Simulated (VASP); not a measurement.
# HgS in VASP: single point with PBE

Aim: the single point of HgS with PBE.

All numbers are computed with VASP 6.6.1; they aren't measurements. Logs are shortened: lines on timing, memory, paths and dates and some standing lists are left out, and cuts for length are marked.

### 1 The cell of the first run

The cell holds a slab with vacuum, 10 atoms: a = 4.237 Å, b = 5.991 Å, c = 23.473 Å, α = 90.00°, β = 90.00°, γ = 90.00°.

### 2 Single point, PBE

INCAR

```
PREC     = Accurate       # precision mode
ENCUT    = 400            # plane-wave cutoff, eV
EDIFF    = 1E-6           # SCF threshold, eV
ISMEAR   = 0              # smearing method
SIGMA    = 0.1            # smearing width, eV
LREAL    = F              # projectors in reciprocal space
LASPH    = T              # aspherical terms in the spheres
NELM     = 120            # most SCF steps
ALGO     = Normal         # electronic algorithm
ISIF     = 2              # what is computed and relaxed
LWAVE    = F              # write WAVECAR
LCHARG   = F              # write CHGCAR
LDIPOL   = T            
IDIPOL   = 3            
DIPOL    = 0.5 0.5 0.500
GGA      = PE             # functional
EFIELD   = 0.3          
NBANDS   = 56             # bands
GGA_COMPAT= F            
NELMDL   = -8
```

KPOINTS

```
Automatic mesh
0
Gamma
  8 6 1
```

POSCAR

```
HgS
1.0
    4.2366241463      0.0000000000      0.0000000000
    0.0000000000      5.9914913264      0.0000000000
    0.0000000000      0.0000000000     23.4732482927
Hg S
5 5
Direct
    0.5000000000      0.5000000000      0.3195126600
    0.0000000000      0.0000000000      0.4097563300
    0.5000000000      0.5000000000      0.5000000000
    0.0000000000      0.0000000000      0.5902436700
    0.5000000000      0.5000000000      0.6804873400
    0.0000000000      0.2500000000      0.3195126600
    0.5000000000      0.7500000000      0.4097563300
    0.0000000000      0.2500000000      0.5000000000
    0.5000000000      0.7500000000      0.5902436700
    0.0000000000      0.2500000000      0.6804873400
```

Potentials or basis: VASP PAW PBE potentials, release 64 (Hg, S).

Started as:

```sh
$ cat potpaw_PBE.64/Hg/POTCAR potpaw_PBE.64/S/POTCAR > POTCAR
$ mpirun -np 1 vasp_std > vasp.out
```

OUTCAR:

```text
PREC = Accurate
   ENCUT = 400
   EDIFF = 1E-6
   ISMEAR = 0
   LREAL = F
   LASPH = T
   NELM = 120
   ISIF = 2
   GGA = PE
   NELMDL = -8

 ion  position               nearest neighbor table
   1  0.500  0.500  0.320-   7 2.59   6 2.59   6 2.59
   2  0.000  0.000  0.410-   6 2.59   8 2.59   7 2.59   7 2.59
   3  0.500  0.500  0.500-   7 2.59   9 2.59   8 2.59   8 2.59
   4  0.000  0.000  0.590-   8 2.59  10 2.59   9 2.59   9 2.59
   5  0.500  0.500  0.680-   9 2.59  10 2.59  10 2.59
   6  0.000  0.250  0.320-   2 2.59   1 2.59   1 2.59
   7  0.500  0.750  0.410-   1 2.59   3 2.59   2 2.59   2 2.59
   8  0.000  0.250  0.500-   2 2.59   4 2.59   3 2.59   3 2.59
   9  0.500  0.750  0.590-   3 2.59   5 2.59   4 2.59   4 2.59
  10  0.000  0.250  0.680-   4 2.59   5 2.59   5 2.59

  LATTYP: Found a simple orthorhombic cell.
 ALAT       =     4.2366241463
 B/A-ratio  =     1.4142135624
 C/A-ratio  =     5.5405548102

  Lattice vectors:

 A1 = (   4.2366241463,   0.0000000000,   0.0000000000)
 A2 = (   0.0000000000,   5.9914913264,   0.0000000000)
 A3 = (   0.0000000000,   0.0000000000,  23.4732482927)

Analysis of symmetry for initial positions (statically):
=====================================================================
 Subroutine PRICEL returns:
 Original cell was already a primitive cell.

 Routine SETGRP: Setting up the symmetry group for a
 simple orthorhombic supercell.

 Subroutine GETGRP returns: Found  4 space group operations
 (whereof  4 operations were pure point group operations)
 out of a pool of  8 trial point group operations.

The static configuration has the point symmetry C_2v.

Analysis of symmetry for dynamics (positions and initial velocities):
=====================================================================
 An external electric field (EFIELD) may reduce the allowed symmetry operations
 Subroutine PRICEL returns:
 Original cell was already a primitive cell.

 Routine SETGRP: Setting up the symmetry group for a
 simple orthorhombic supercell.

 Subroutine GETGRP returns: Found  2 space group operations
 (whereof  2 operations were pure point group operations)
 out of a pool of  8 trial point group operations.

The dynamic configuration has the point symmetry C_1h.

 Subroutine INISYM returns: Found  2 space group operations
 (whereof  2 operations are pure point group operations),
 and found     1 'primitive' translations

----------------------------------------------------------------------------------------

                                     Primitive cell

  volume of cell :     595.8378

  direct lattice vectors                    reciprocal lattice vectors
     4.236624146  0.000000000  0.000000000     0.236036987  0.000000000  0.000000000
     0.000000000  5.991491326  0.000000000     0.000000000  0.166903354  0.000000000
     0.000000000  0.000000000 23.473248293     0.000000000  0.000000000  0.042601688

  length of vectors
     4.236624146  5.991491326 23.473248293     0.236036987  0.166903354  0.042601688

  position of ions in fractional coordinates (direct lattice)
     0.500000000  0.500000000  0.319512660
     0.000000000  0.000000000  0.409756330
     0.500000000  0.500000000  0.500000000
     0.000000000  0.000000000  0.590243670
     0.500000000  0.500000000  0.680487340
     0.000000000  0.250000000  0.319512660
     0.500000000  0.750000000  0.409756330
     0.000000000  0.250000000  0.500000000
     0.500000000  0.750000000  0.590243670
     0.000000000  0.250000000  0.680487340

  ion indices of the primitive-cell ions
   primitive index   ion index
                 1           1
                 2           2
                 3           3
                 4           4
                 5           5
                 6           6
                 7           7
                 8           8
                 9           9
                10          10

----------------------------------------------------------------------------------------

 KPOINTS: Automatic mesh

Automatic generation of k-mesh.
 Grid dimensions read from file:
 generate k-points for:    8    6    1

 Generating k-lattice:

  Cartesian coordinates                     Fractional coordinates (reciprocal lattice)
     0.029504623  0.000000000  0.000000000     0.125000000  0.000000000  0.000000000
     0.000000000  0.027817226  0.000000000     0.000000000  0.166666667  0.000000000
     0.000000000  0.000000000  0.042601688     0.000000000  0.000000000  1.000000000

  Length of vectors
     0.029504623  0.027817226  0.042601688

  Shift w.r.t. Gamma in fractional coordinates (k-lattice)
     0.000000000  0.000000000  0.000000000

 Subroutine IBZKPT returns following result:
 ===========================================

 Found     20 irreducible k-points:

 Following reciprocal coordinates:
            Coordinates               Weight
  0.000000  0.000000  0.000000      1.000000
  0.125000  0.000000  0.000000      2.000000
  0.250000  0.000000  0.000000      2.000000
  0.375000  0.000000  0.000000      2.000000
  0.500000  0.000000  0.000000      1.000000
  0.000000  0.166667  0.000000      2.000000
[... 12 lines left out ...]
  0.375000  0.500000  0.000000      2.000000
  0.500000  0.500000  0.000000      1.000000
   k-points           NKPTS =     20   k-points in BZ     NKDIM =     20   number of bands    NBANDS=     56
   number of dos      NEDOS =    301   number of ions     NIONS =     10
   total plane-waves  NPLWV = 179200
   dimension x,y,z NGX =    28 NGY =   40 NGZ =  160
   dimension x,y,z NGXF=    56 NGYF=   80 NGZF=  320
   ions per type =               5   5
   NGX,Y,Z   is equivalent  to a cutoff of  10.99, 11.10, 11.33 a.u.
   NGXF,Y,Z  is equivalent  to a cutoff of  21.97, 22.20, 22.66 a.u.
 SYSTEM =  unknown system
   PREC   = accura    normal or accurate (medium, high low for compatibility)
   ISTART =      0    job   : 0-new  1-cont  2-samecut
   ICHARG =      2    charge: 1-file 2-atom 10-const
   ISPIN  =      1    spin polarized calculation?
   LNONCOLLINEAR =      F non collinear calculations
   LSORBIT =      F    spin-orbit coupling
   LASPH  =      T    aspherical Exc in radial PAW
   ENCUT  =  400.0 eV  29.40 Ry    5.42 a.u.   6.91  9.77 38.28*2*pi/ulx,y,z
   NELM   =    120;   NELMIN=  2; NELMDL= -8     # of ELM steps
   EDIFF  = 0.1E-05   stopping-criterion for ELM
   LREAL  =      F    real-space projection
   EDIFFG = 0.1E-04   stopping-criterion for IOM
   NSW    =      0    number of steps for IOM
   IBRION =     -1    ionic relax: 0-MD 1-quasi-New 2-CG
   NFREE  =      0    steps in history (QN), initial steepest desc. (CG)
   ISIF   =      2    stress and relaxation
   ISYM   =      2    0-nonsym 1-usesym 2-fastsym
   POTIM  = 0.5000    time-step for ionic-motion
   TEBEG  =    0.0;   TEEND  =   0.0 temperature during run
   PSTRESS=    0.0 pullay stress
   NELECT =      90.0000    total number of electrons
   NUPDOWN=      -1.0000    fix difference up-down
   EMIN   =  10.00;   EMAX   =-10.00  energy-range for DOS
   EFERMI =   0.00;   METHOD = LEGACY
   ISMEAR =     0;   SIGMA  =   0.10  broadening in eV -4-tet -1-fermi 0-gaus
   EFERMI_NEDOS =   21; number of points for ismear=-14 and -15
   IALGO  =     38    algorithm
   IMIX   =      4    mixing-type and parameters
     AMIX     =   0.40;   BMIX     =  1.00
     AMIX_MAG =   1.60;   BMIX_MAG =  1.00
  volume/ion in A,a.u.               =      59.58       402.09
  Fermi-wavevector in a.u.,A,eV,Ry     =   0.871859  1.647575 10.342310  0.760138
  Thomas-Fermi vector in A             =   1.991027
   LORBIT       =      0    0 simple, 1 ext, 2 COOP (PROOUT), +10 PAW based schemes
   GGA     = PE    functional components
   LHFCALC =     F    Hartree Fock is set to
   AEXX    =    0.0000 exact exchange contribution
   IVDW    =     0    specifies the selected vdW correction
   LEPSILON=     F    determine dielectric tensor
   LRPA    =     F    only Hartree local field effects (RPA)
 non-spin polarized calculation
 Gauss-broadening in eV      SIGMA  =   0.10
  energy-cutoff  :      400.00
  volume of cell :      595.84
 maximum number of plane-waves:     10874
 NGX is ok and might be reduce to    28
   NGX = 13   NGY = 19   NGZ = 77

 dipolmoment           0.000000      0.000000     -0.000000 electrons x Angstroem

 number of electron      90.0000031 magnetization

 dipolmoment           0.000000      0.000000      0.422600 electrons x Angstroem

 Free energy of the ion-electron system (eV)
  ---------------------------------------------------
  ext. energy  EPLUGINS =         0.00000000
  ---------------------------------------------------
  free energy    TOTEN  =       -21.41137330 eV

  energy without entropy =      -21.41076540  energy(sigma->0) =      -21.41106935

 E-fermi :  -2.2058     XC(G=0):  -4.6026

 val. band max:       -2.3229930566   @ k =   0.0000   0.0000   0.0000
 cond. band min:      -2.0891411079   @ k =   0.0000   0.0000   0.0000
 fundamental gap:      0.2338519487
 Fermi energy:        -2.2057792276

 k-point     1 :       0.0000    0.0000    0.0000
  band No.  band energies     occupation
      1     -14.9972      2.00000
      2     -14.7605      2.00000
      3     -14.5036      2.00000
      4     -14.1180      2.00000
      5     -13.9327      2.00000
      6      -8.9718      2.00000
[... 48 lines left out ...]
     55       3.0334      0.00000
     56       3.4810      0.00000

 k-point     2 :       0.1250    0.0000    0.0000
  band No.  band energies     occupation
      1     -14.9580      2.00000
      2     -14.7330      2.00000
      3     -14.4951      2.00000
      4     -14.0985      2.00000
      5     -13.9128      2.00000
      6      -8.9627      2.00000
[... 48 lines left out ...]
     55       2.8732      0.00000
     56       3.1729      0.00000

 k-point     3 :       0.2500    0.0000    0.0000
  band No.  band energies     occupation
      1     -14.8561      2.00000
      2     -14.6648      2.00000
      3     -14.4813      2.00000
      4     -14.0505      2.00000
      5     -13.8640      2.00000
      6      -8.9143      2.00000
[... 936 lines left out ...]
 k-point    19 :       0.3750    0.5000    0.0000
  band No.  band energies     occupation
      1     -14.6959      2.00000
      2     -14.5738      2.00000
      3     -14.5323      2.00000
      4     -14.0056      2.00000
      5     -13.8177      2.00000
      6      -8.8358      2.00000
[... 48 lines left out ...]
     55       3.6729      0.00000
     56       3.7461      0.00000

 k-point    20 :       0.5000    0.5000    0.0000
  band No.  band energies     occupation
      1     -14.6727      2.00000
      2     -14.5509      2.00000
      3     -14.5087      2.00000
      4     -13.9804      2.00000
      5     -13.7927      2.00000
      6      -8.8405      2.00000
[... 48 lines left out ...]
     55       3.6764      0.00000
     56       3.9254      0.00000

------------------------ aborting loop because EDIFF is reached ----------------------------------------

 vacuum level on the upper side and lower side of the slab       (xc-potential included)        -2.101         1.819

  FORCE on cell =-STRESS in cart. coord.  units (eV):
  Direction    XX          YY          ZZ          XY          YZ          ZX
  --------------------------------------------------------------------------------------
  -------------------------------------------------------------------------------------
  Total       -2.3920906     -2.2193371     -0.1458524      0.0000000      0.3061286      0.0000000
  in kB       -6.4322090     -5.9676837     -0.3921895      0.0000000      0.8231642      0.0000000
  external PRESSURE =      -4.2640274 kB  Pullay stress =       0.0000000 kB

 VOLUME and BASIS-vectors are now :
 -----------------------------------------------------------------------------
  energy-cutoff  :      400.00
  volume of cell :      595.84
      direct lattice vectors                 reciprocal lattice vectors
     4.236624146  0.000000000  0.000000000     0.236036987  0.000000000  0.000000000
     0.000000000  5.991491326  0.000000000     0.000000000  0.166903354  0.000000000
     0.000000000  0.000000000 23.473248293     0.000000000  0.000000000  0.042601688

 POSITION                                       TOTAL-FORCE (eV/Angst)
 -----------------------------------------------------------------------------------
      2.11831      2.99575      7.50000         0.000000     -1.080149      0.679684
      0.00000      0.00000      9.61831         0.000000      0.199114     -0.200539
      2.11831      2.99575     11.73662         0.000000     -0.195600     -0.062355
      0.00000      0.00000     13.85494         0.000000      0.180049      0.054991
      2.11831      2.99575     15.97325         0.000000     -0.996678     -0.783649
      0.00000      1.49787      7.50000         0.000000      0.558251     -0.542711
      2.11831      4.49362      9.61831         0.000000      0.335817     -0.086858
      0.00000      1.49787     11.73662         0.000000      0.105853      0.068275
      2.11831      4.49362     13.85494         0.000000      0.337787      0.212975
      0.00000      1.49787     15.97325         0.000000      0.555556      0.660187
 -----------------------------------------------------------------------------------
    total drift:                                0.000000     -0.000155     -0.000034

  FREE ENERGIE OF THE ION-ELECTRON SYSTEM (eV)
  ---------------------------------------------------
  free  energy   TOTEN  =       -21.4113733008 eV

  energy  without entropy=      -21.4107653978  energy(sigma->0) =      -21.41106935

 vacuum level on the upper side and lower side of the slab         0.984         4.838
```

Run time: 12 min. Hardware: 1 thread of AMD EPYC 7R43 (Zen 3), shared host; peak memory 0.56 GiB.

Results:

* Free energy: -21.4114 eV
* Largest force: 1.276 eV/Å
* Band gap on the k mesh: 0.23 eV

Forces on the atoms (eV/Å):
```
Hg   0.000 -1.080  0.680
Hg   0.000  0.199 -0.201
Hg   0.000 -0.196 -0.062
Hg   0.000  0.180  0.055
Hg   0.000 -0.997 -0.784
S    0.000  0.558 -0.543
S    0.000  0.336 -0.087
S    0.000  0.106  0.068
S    0.000  0.338  0.213
S    0.000  0.556  0.660
```

Levels at points of the mesh, in eV from the valence-band top:
```tsv
k point	band 43	band 44	band 45	band 46	band 47	band 48
(0.00, 0.00, 0.00)	-0.25	-0.21	0.00	0.23	1.08	2.06
(0.50, 0.00, 0.00)	-1.39	-0.82	-0.47	1.67	1.99	3.04
(0.00, 0.50, 0.00)	-0.62	-0.48	-0.45	1.14	1.37	2.01
(0.50, 0.50, 0.00)	-1.08	-0.81	-0.45	1.06	1.68	2.37
```

Caveat: spin-orbit coupling is left out, which moves the levels of the heavy elements.
